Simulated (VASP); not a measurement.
Crystal: Ni.

```
Ni
1.0
     0.00000    1.71213    1.71213
     1.71213    0.00000    1.71213
     1.71213    1.71213    0.00000
Ni
1
Direct
  0.00000 0.00000 0.00000
```

Base run:

- Program: VASP 6.6.1
- Functional: LDA
- Potentials or basis: VASP PAW LDA potentials, release 64 (Ni)
- Cutoff: 520 eV
- k mesh: 24 × 24 × 24
- Occupations: gaussian, width 0.15 eV
- Spin: collinear spin, ferromagnetic start
- Starting moments: [0.75] μB
- Fixed moment: 0.75 μB

Its results: pressure 1.0 GPa; site moments Ni +0.74 μB.

Problem. The run is repeated on the same cell with these changes: fixed moment from 0.75 μB to 0.25 μB; moments at the start from [0.75] to [0.25]. What comes out?

Solution. Pressure -1.0 GPa; site moments Ni +0.25 μB.

Caveats: the total moment is fixed, so each spin has its own Fermi level.
